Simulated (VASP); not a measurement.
# PtS2 in VASP: a series of runs

Runs on PtS2. Level: PBE+D3(BJ). Tasks: single point.

All numbers are computed with VASP 6.6.1; they aren't measurements. Logs are shortened: lines on timing, memory, paths and dates and some standing lists are left out, and cuts for length are marked.

## (1) The cell of the first run

The cell holds a slab with vacuum, 3 atoms: a = 3.589 Å, b = 3.589 Å, c = 30.825 Å, α = 90.00°, β = 90.00°, γ = 120.00°.

## (2) Single point, PBE+D3(BJ)

Input file INCAR:

```
SYSTEM = PtS2
PREC = Accurate
ENCUT = 520
EDIFF = 1E-6
ISMEAR = 0
SIGMA = 0.02
LREAL = .FALSE.
LASPH = .TRUE.
NELM = 100
ALGO = Normal
ISIF = 2
LWAVE = .FALSE.
LCHARG = .FALSE.
LDIPOL = .TRUE.
IDIPOL = 3
DIPOL = 0.5 0.5 0.500
GGA = PE
IVDW = 12
NBANDS = 18
```

Input file KPOINTS:

```
regular mesh
0
G
  9 9 1
  0 0 0
```

Input file POSCAR:

```
PtS2
1.0
    3.5890000000      0.0000000000      0.0000000000
   -1.7945000000      3.1081651742      0.0000000000
    0.0000000000      0.0000000000     30.8254864268
S Pt
2 1
Direct
    0.6666666667      0.3333333333      0.4604061398
    0.3333333333      0.6666666667      0.5395938602
    0.0000000000      0.0000000000      0.5000000000
```

Potentials or basis: VASP PAW PBE potentials, release 64 (S, Pt).

Launch:

```
> cat potpaw_PBE.64/S/POTCAR potpaw_PBE.64/Pt/POTCAR > POTCAR
> mpirun -np 1 vasp_std > vasp.out
```

OUTCAR:

```text
SYSTEM = PtS2
   PREC = Accurate
   ENCUT = 520
   EDIFF = 1E-6
   ISMEAR = 0
   LREAL = .FALSE.
   LASPH = .TRUE.
   NELM = 100
   ISIF = 2
   GGA = PE
   IVDW = 12
 IVDW          = 12

 ion  position               nearest neighbor table
   1  0.667  0.333  0.460-   3 2.40   3 2.40   3 2.40
   2  0.333  0.667  0.540-   3 2.40   3 2.40   3 2.40
   3  0.000  0.000  0.500-   1 2.40   2 2.40   1 2.40   2 2.40   1 2.40   2 2.40

  LATTYP: Found a hexagonal cell.
 ALAT       =     3.5890000000
 C/A-ratio  =     8.5888789152

  Lattice vectors:

 A1 = (   3.5890000000,   0.0000000000,   0.0000000000)
 A2 = (  -1.7945000000,   3.1081651742,   0.0000000000)
 A3 = (   0.0000000000,   0.0000000000,  30.8254864268)

Analysis of symmetry for initial positions (statically):
=====================================================================
 Subroutine PRICEL returns:
 Original cell was already a primitive cell.

 Routine SETGRP: Setting up the symmetry group for a
 hexagonal supercell.

 Subroutine GETGRP returns: Found 12 space group operations
 (whereof 12 operations were pure point group operations)
 out of a pool of 24 trial point group operations.

The static configuration has the point symmetry D_3d.

Analysis of symmetry for dynamics (positions and initial velocities):
=====================================================================
 Subroutine PRICEL returns:
 Original cell was already a primitive cell.

 Routine SETGRP: Setting up the symmetry group for a
 hexagonal supercell.

 Subroutine GETGRP returns: Found 12 space group operations
 (whereof 12 operations were pure point group operations)
 out of a pool of 24 trial point group operations.

The dynamic configuration has the point symmetry D_3d.

 Subroutine INISYM returns: Found 12 space group operations
 (whereof 12 operations are pure point group operations),
 and found     1 'primitive' translations

----------------------------------------------------------------------------------------

                                     Primitive cell

  volume of cell :     343.8646

  direct lattice vectors                    reciprocal lattice vectors
     3.589000000  0.000000000  0.000000000     0.278629145  0.160866612  0.000000000
    -1.794500000  3.108165174  0.000000000     0.000000000  0.321733223  0.000000000
     0.000000000  0.000000000 30.825486427     0.000000000  0.000000000  0.032440688

  length of vectors
     3.589000000  3.589000000 30.825486427     0.321733223  0.321733223  0.032440688

  position of ions in fractional coordinates (direct lattice)
     0.666666667  0.333333333  0.460406140
     0.333333333  0.666666667  0.539593860
     0.000000000  0.000000000  0.500000000

  ion indices of the primitive-cell ions
   primitive index   ion index
                 1           1
                 2           2
                 3           3

----------------------------------------------------------------------------------------

 KPOINTS: regular mesh

Automatic generation of k-mesh.
 Grid dimensions read from file:
 generate k-points for:    9    9    1

 Generating k-lattice:

  Cartesian coordinates                     Fractional coordinates (reciprocal lattice)
     0.030958794  0.017874068  0.000000000     0.111111111 -0.000000000  0.000000000
     0.000000000  0.035748136  0.000000000     0.000000000  0.111111111  0.000000000
     0.000000000  0.000000000  0.032440688     0.000000000  0.000000000  1.000000000

  Length of vectors
     0.035748136  0.035748136  0.032440688

  Shift w.r.t. Gamma in fractional coordinates (k-lattice)
     0.000000000  0.000000000  0.000000000

 Subroutine IBZKPT returns following result:
 ===========================================

 Found     12 irreducible k-points:

 Following reciprocal coordinates:
            Coordinates               Weight
  0.000000  0.000000  0.000000      1.000000
  0.111111  0.000000  0.000000      6.000000
  0.222222  0.000000  0.000000      6.000000
  0.333333  0.000000  0.000000      6.000000
  0.444444  0.000000  0.000000      6.000000
  0.111111  0.111111  0.000000      6.000000
  0.222222  0.111111  0.000000     12.000000
  0.333333  0.111111  0.000000     12.000000
  0.444444  0.111111  0.000000      6.000000
  0.222222  0.222222  0.000000      6.000000
  0.333333  0.222222  0.000000     12.000000
  0.333333  0.333333  0.000000      2.000000
   k-points           NKPTS =     12   k-points in BZ     NKDIM =     12   number of bands    NBANDS=     18
   number of dos      NEDOS =    301   number of ions     NIONS =      3
   total plane-waves  NPLWV = 188160
   dimension x,y,z NGX =    28 NGY =   28 NGZ =  240
   dimension x,y,z NGXF=    56 NGYF=   56 NGZF=  480
   ions per type =               2   1
   NGX,Y,Z   is equivalent  to a cutoff of  12.97, 12.97, 12.94 a.u.
   NGXF,Y,Z  is equivalent  to a cutoff of  25.94, 25.94, 25.89 a.u.
 SYSTEM =  PtS2
   PREC   = accura    normal or accurate (medium, high low for compatibility)
   ISTART =      0    job   : 0-new  1-cont  2-samecut
   ICHARG =      2    charge: 1-file 2-atom 10-const
   ISPIN  =      1    spin polarized calculation?
   LNONCOLLINEAR =      F non collinear calculations
   LSORBIT =      F    spin-orbit coupling
   LASPH  =      T    aspherical Exc in radial PAW
   ENCUT  =  520.0 eV  38.22 Ry    6.18 a.u.   6.67  6.67 57.31*2*pi/ulx,y,z
   NELM   =    100;   NELMIN=  2; NELMDL= -5     # of ELM steps
   EDIFF  = 0.1E-05   stopping-criterion for ELM
   LREAL  =      F    real-space projection
   EDIFFG = 0.1E-04   stopping-criterion for IOM
   NSW    =      0    number of steps for IOM
   IBRION =     -1    ionic relax: 0-MD 1-quasi-New 2-CG
   NFREE  =      0    steps in history (QN), initial steepest desc. (CG)
   ISIF   =      2    stress and relaxation
   ISYM   =      2    0-nonsym 1-usesym 2-fastsym
   POTIM  = 0.5000    time-step for ionic-motion
   TEBEG  =    0.0;   TEEND  =   0.0 temperature during run
   PSTRESS=    0.0 pullay stress
   NELECT =      22.0000    total number of electrons
   NUPDOWN=      -1.0000    fix difference up-down
   EMIN   =  10.00;   EMAX   =-10.00  energy-range for DOS
   EFERMI =   0.00;   METHOD = LEGACY
   ISMEAR =     0;   SIGMA  =   0.02  broadening in eV -4-tet -1-fermi 0-gaus
   EFERMI_NEDOS =   21; number of points for ismear=-14 and -15
   IALGO  =     38    algorithm
   IMIX   =      4    mixing-type and parameters
     AMIX     =   0.40;   BMIX     =  1.00
     AMIX_MAG =   1.60;   BMIX_MAG =  1.00
  volume/ion in A,a.u.               =     114.62       773.50
  Fermi-wavevector in a.u.,A,eV,Ry     =   0.654767  1.237330  5.833081  0.428719
  Thomas-Fermi vector in A             =   1.725429
   LORBIT       =      0    0 simple, 1 ext, 2 COOP (PROOUT), +10 PAW based schemes
   GGA     = PE    functional components
   LHFCALC =     F    Hartree Fock is set to
   AEXX    =    0.0000 exact exchange contribution
   IVDW    =    12    specifies the selected vdW correction
   LEPSILON=     F    determine dielectric tensor
   LRPA    =     F    only Hartree local field effects (RPA)
 non-spin polarized calculation
 Gauss-broadening in eV      SIGMA  =   0.02
  energy-cutoff  :      520.00
  volume of cell :      343.86
 maximum number of plane-waves:      9311
 NGX is ok and might be reduce to    28
   NGX = 13   NGY = 13   NGZ =115

 number of electron      21.9999996 magnetization

 dipolmoment           0.000000      0.000000     -0.000000 electrons x Angstroem

 Free energy of the ion-electron system (eV)
  ---------------------------------------------------
  ext. energy  EPLUGINS =         0.00000000
  ---------------------------------------------------
  free energy    TOTEN  =       -15.45647319 eV

  energy without entropy =      -15.45647319  energy(sigma->0) =      -15.45647319

 E-fermi :  -4.3512     XC(G=0):  -2.1394

 val. band max:       -4.4455801149   @ k =   0.1111   0.0000   0.0000
 cond. band min:      -2.6404765278   @ k =   0.2222   0.0000   0.0000
 fundamental gap:      1.8051035872
 Fermi energy:        -4.3511848858

 k-point     1 :       0.0000    0.0000    0.0000
  band No.  band energies     occupation
      1     -18.3350      2.00000
      2     -16.1204      2.00000
      3      -9.9062      2.00000
      4      -9.9062      2.00000
      5      -9.4956      2.00000
      6      -7.2191      2.00000
[... 10 lines left out ...]
     17       1.9088      0.00000
     18       2.2230      0.00000

 k-point     2 :       0.1111    0.0000    0.0000
  band No.  band energies     occupation
      1     -18.1870      2.00000
      2     -16.1583      2.00000
      3      -9.8787      2.00000
      4      -9.8119      2.00000
      5      -9.3629      2.00000
      6      -7.4576      2.00000
[... 10 lines left out ...]
     17       2.2879      0.00000
     18       2.4630      0.00000

 k-point     3 :       0.2222    0.0000    0.0000
  band No.  band energies     occupation
      1     -17.7772      2.00000
      2     -16.2546      2.00000
      3      -9.7723      2.00000
      4      -9.5824      2.00000
      5      -9.0385      2.00000
      6      -8.1799      2.00000
[... 10 lines left out ...]
     17       2.7062      0.00000
     18       2.9407      0.00000

 k-point     4 :       0.3333    0.0000    0.0000
  band No.  band energies     occupation
      1     -17.2278      2.00000
      2     -16.3620      2.00000
      3      -9.9284      2.00000
      4      -9.3776      2.00000
      5      -9.0094      2.00000
      6      -8.2468      2.00000
[... 123 lines left out ...]
      4      -9.4426      2.00000
      5      -8.8981      2.00000
      6      -8.1361      2.00000
[... 10 lines left out ...]
     17       4.2432      0.00000
     18       4.3287      0.00000

 k-point    11 :       0.3333    0.2222    0.0000
  band No.  band energies     occupation
      1     -16.6029      2.00000
      2     -16.4557      2.00000
      3     -10.0869      2.00000
      4      -9.4319      2.00000
      5      -8.8384      2.00000
      6      -7.9141      2.00000
[... 10 lines left out ...]
     17       4.8027      0.00000
     18       5.2630      0.00000

 k-point    12 :       0.3333    0.3333    0.0000
  band No.  band energies     occupation
      1     -16.4730      2.00000
      2     -16.4730      2.00000
      3      -9.7109      2.00000
      4      -9.4554      2.00000
      5      -9.4554      2.00000
      6      -7.7956      2.00000
[... 10 lines left out ...]
     17       4.9707      0.00000
     18       4.9852      0.00000

------------------------ aborting loop because EDIFF is reached ----------------------------------------

 vacuum level on the upper side and lower side of the slab       (xc-potential included)        -0.007        -0.007

 Edisp (eV)   -0.80761

 E8    (eV) :    -0.3479

  FORCE on cell =-STRESS in cart. coord.  units (eV):
  Direction    XX          YY          ZZ          XY          YZ          ZX
  --------------------------------------------------------------------------------------
  -------------------------------------------------------------------------------------
  Total      -1.31645    -1.31645    -0.27728     0.00000     0.00000    -0.00000
  in kB      -6.13375    -6.13375    -1.29194     0.00000     0.00000    -0.00000
  external pressure =       -4.52 kB  Pullay stress =        0.00 kB

 VOLUME and BASIS-vectors are now :
 -----------------------------------------------------------------------------
  energy-cutoff  :      520.00
  volume of cell :      343.86
      direct lattice vectors                 reciprocal lattice vectors
     3.589000000  0.000000000  0.000000000     0.278629145  0.160866612  0.000000000
    -1.794500000  3.108165174  0.000000000     0.000000000  0.321733223  0.000000000
     0.000000000  0.000000000 30.825486427     0.000000000  0.000000000  0.032440688

 POSITION                                       TOTAL-FORCE (eV/Angst)
 -----------------------------------------------------------------------------------
      1.79450      1.03606     14.19224        -0.000000     -0.000000      0.101346
     -0.00000      2.07211     16.63324         0.000000      0.000000     -0.101346
      0.00000      0.00000     15.41274         0.000000      0.000000      0.000000
 -----------------------------------------------------------------------------------
    total drift:                                0.000000      0.000000      0.000000

  FREE ENERGIE OF THE ION-ELECTRON SYSTEM (eV)
  ---------------------------------------------------
  free  energy   TOTEN  =       -16.2640804796 eV

  energy  without entropy=      -16.2640804796  energy(sigma->0) =      -16.26408048

 vacuum level on the upper side and lower side of the slab         1.941         1.941
```

Wall time 2.7 min (1 thread of Intel Xeon Platinum 8488C (Sapphire Rapids), shared host); peak memory 0.47 GiB.

What came out:

- Free energy: -16.2641 eV
- Largest force: 0.101 eV/Å
- Band gap on the k mesh: 1.81 eV (least direct gap 1.86 eV)
- Dispersion energy per atom: -0.269 eV

Forces on the atoms (eV/Å):
```
S    0.000  0.000  0.101
S    0.000  0.000 -0.101
Pt   0.000  0.000  0.000
```

Caveat: spin-orbit coupling is left out, which moves the levels of the heavy elements.

## (3) Single point, PBE+D3(BJ)

Input file INCAR:

```
PREC = Accurate ; ENCUT = 520
EDIFF = 1E-7 ; ISMEAR = 0
SIGMA = 0.02 ; LREAL = F
LASPH = T ; NELM = 80
ALGO = Normal ; ISIF = 2
LWAVE = F ; LCHARG = F
LDIPOL = T ; IDIPOL = 3
DIPOL = 0.5 0.5 0.500 ; GGA = PE
IVDW = 12 ; NBANDS = 18
```

Input file KPOINTS:

```
Automatic mesh
0
Gamma
  9 9 1
```

Input file POSCAR:

```
PtS2
1.0
    3.5890000000      0.0000000000      0.0000000000
   -1.7945000000      3.1081651742      0.0000000000
    0.0000000000      0.0000000000     30.8254864268
S Pt
2 1
Direct
    0.6666666667      0.3333333333      0.4590111902
    0.3333333333      0.6666666667      0.5409888098
    0.0000000000      0.0000000000      0.5000000000
```

Potentials or basis: VASP PAW PBE potentials, release 64 (S, Pt).

Launch:

```
> cat potpaw_PBE.64/S/POTCAR potpaw_PBE.64/Pt/POTCAR > POTCAR
> mpirun -np 1 vasp_std > vasp.out
```

Wall time 3.6 min (1 thread of Intel Xeon Platinum 8488C (Sapphire Rapids), shared host); peak memory 0.47 GiB.

It converged, with:

| Quantity | Value |
| --- | --- |
| Free energy | -16.2331 eV |
| Largest force | 0.612 eV/Å |
| Band gap on the k mesh | 1.76 eV (least direct gap 1.84 eV) |
| Dispersion energy per atom | -0.267 eV |

Forces on the atoms (eV/Å):
```
S    0.000  0.000  0.612
S    0.000  0.000 -0.612
Pt   0.000  0.000  0.000
```

Levels at points of the mesh, in eV from the valence-band top:
| k point | band 7 | band 8 | band 9 | band 10 | band 11 | band 12 | band 13 | band 14 | band 15 | band 16 |
| --- | --- | --- | --- | --- | --- | --- | --- | --- | --- | --- |
| (0.00, 0.00, 0.00) | -2.65 | -0.80 | -0.61 | -0.19 | -0.19 | 3.09 | 3.09 | 5.37 | 5.91 | 6.25 |

Caveat: spin-orbit coupling is left out, which moves the levels of the heavy elements.

## (4) Single point, PBE+D3(BJ)

Input file INCAR:

```
SYSTEM = PtS2
ALGO     = Normal         ! electronic algorithm
DIPOL    = 0.5 0.5 0.500
EDIFF    = 1E-6           ! SCF threshold, eV
ENCUT    = 520            ! plane-wave cutoff, eV
GGA      = PE             ! functional
IDIPOL   = 3            
ISIF     = 2              ! what is computed and relaxed
ISMEAR   = 0              ! smearing method
IVDW     = 12             ! dispersion correction
LASPH    = .True.         ! aspherical terms in the spheres
LCHARG   = .False.        ! write CHGCAR
LDIPOL   = .True.       
LREAL    = .False.        ! projectors in reciprocal space
LWAVE    = .False.        ! write WAVECAR
NBANDS   = 18             ! bands
NELM     = 80             ! most SCF steps
PREC     = Accurate       ! precision mode
SIGMA    = 0.02           ! smearing width, eV
```

Input file KPOINTS:

```
k-points
0
Gamma
  9 9 1
  0 0 0
```

Input file POSCAR:

```
PtS2
1.0
    3.5890000000      0.0000000000      0.0000000000
   -1.7945000000      3.1081651742      0.0000000000
    0.0000000000      0.0000000000     30.8254864268
S Pt
2 1
Direct
    0.6666666667      0.3333333333      0.4576162406
    0.3333333333      0.6666666667      0.5423837594
    0.0000000000      0.0000000000      0.5000000000
```

Launch:

```
> cat potpaw_PBE.64/S/POTCAR potpaw_PBE.64/Pt/POTCAR > POTCAR
> mpirun -np 1 vasp_std > vasp.out
```

Run time: 2.5 min. Hardware: 1 thread of Intel Xeon Platinum 8488C (Sapphire Rapids), shared host; peak memory 0.48 GiB.

It converged, with:

```
Free energy                : -16.1598 eV
Largest force              : 1.086 eV/Å
Band gap on the k mesh     : 1.71 eV (least direct gap 1.79 eV)
Dispersion energy per atom : -0.265 eV
```

Forces on the atoms (eV/Å):
```
S    0.000  0.000  1.086
S    0.000  0.000 -1.086
Pt   0.000  0.000  0.000
```

Levels at points of the mesh, in eV from the valence-band top:
```
           k point  band 8  band 9  band 10  band 11  band 12  band 13  band 14  band 15
(0.00, 0.00, 0.00)   -0.89   -0.65    -0.13    -0.13     2.96     2.96     5.29     5.95
```

Caveat: spin-orbit coupling is left out, which moves the levels of the heavy elements.

## (5) Overview

| cell | gap on the mesh (eV) | largest force (eV/Å) |
| --- | --- | --- |
| as given, atomic positions A | 1.81 | 0.10 |
| as given, atomic positions B | 1.76 | 0.61 |
| as given, atomic positions C | 1.71 | 1.09 |

Alike in all rows: task single point; level PBE+D3(BJ); potentials or basis VASP PAW PBE potentials, release 64 (S, Pt); no spin polarisation; k mesh 9 × 9 × 1; cutoff (eV) 520; smearing gaussian 0.02 eV.

Caveats: spin-orbit coupling is left out, which moves the levels of the heavy elements.

Absolute energies hang on the potentials; compare differences alone.
